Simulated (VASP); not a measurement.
## InO: single point with r2SCAN

The system is InO, a slab with vacuum.

```
CELL_PARAMETERS angstrom
3.45361 0.00000 0.00000
-1.72681 2.99092 0.00000
0.00000 0.00000 16.51218
ATOMIC_POSITIONS crystal
In 0.66667 0.33333 0.59002
In 0.66667 0.33333 0.40998
O 0.00000 0.00000 0.63987
O 0.00000 0.00000 0.36013
```

This cell differs from its parent crystal: strain +0.000 along x and y, +0.040 along z.

| Item | Value |
| --- | --- |
| Program | VASP 6.6.1 |
| Task | single point |
| Functional | r2SCAN |
| Potentials or basis | VASP PAW PBE potentials, release 64 (In_d, O) |
| Cutoff | 520 eV |
| k mesh | 12 × 12 × 2 |
| Occupations | gaussian, width 0.05 eV |
| Spin | no spin polarisation |
| Dipole correction | no |
| Further INCAR settings | ALGO = Normal; EDIFF = 1e-06; NBANDS = 27 |

* Largest force: 0.632 eV/Å
* Band gap on the k mesh: 0.54 eV (least direct gap 1.36 eV)

Forces in eV/Å, atoms in the order of the input:
```
In   0.000  0.000  0.038
In   0.000  0.000 -0.038
O    0.000  0.000 -0.632
O    0.000  0.000  0.632
```

Levels at points of the mesh, in eV from the valence-band top:
| k point | band 15 | band 16 | band 17 | band 18 | band 19 | band 20 | band 21 | band 22 | band 23 | band 24 |
| --- | --- | --- | --- | --- | --- | --- | --- | --- | --- | --- |
| (0.00, 0.00, 0.00) | -1.83 | -1.83 | -1.80 | -1.80 | -0.82 | 0.54 | 3.55 | 6.73 | 6.80 | 8.29 |
| (0.50, 0.00, 0.00) | -2.72 | -2.69 | -2.61 | -2.18 | -0.28 | 2.52 | 4.30 | 5.47 | 7.39 | 8.67 |
| (0.00, 0.00, 0.50) | -1.83 | -1.83 | -1.80 | -1.80 | -0.82 | 0.54 | 3.55 | 6.53 | 7.31 | 7.58 |
| (0.50, 0.00, 0.50) | -2.72 | -2.69 | -2.61 | -2.18 | -0.28 | 2.52 | 4.30 | 5.47 | 7.39 | 8.67 |

Wall time 27 min on 1 thread of Intel Xeon 8259CL, with other jobs on the host, peak memory 0.43 GiB.

Caveat: the cell differs from its parent crystal (strain +0.000 along x and y, +0.040 along z); there is no dipole correction, which matters where the two faces differ; semilocal functionals underestimate gaps, and a narrow one can read as zero; the PAW data sets were made with another functional, which shifts forces and pressure a little; spin-orbit coupling is left out, which moves the levels of the heavy elements.
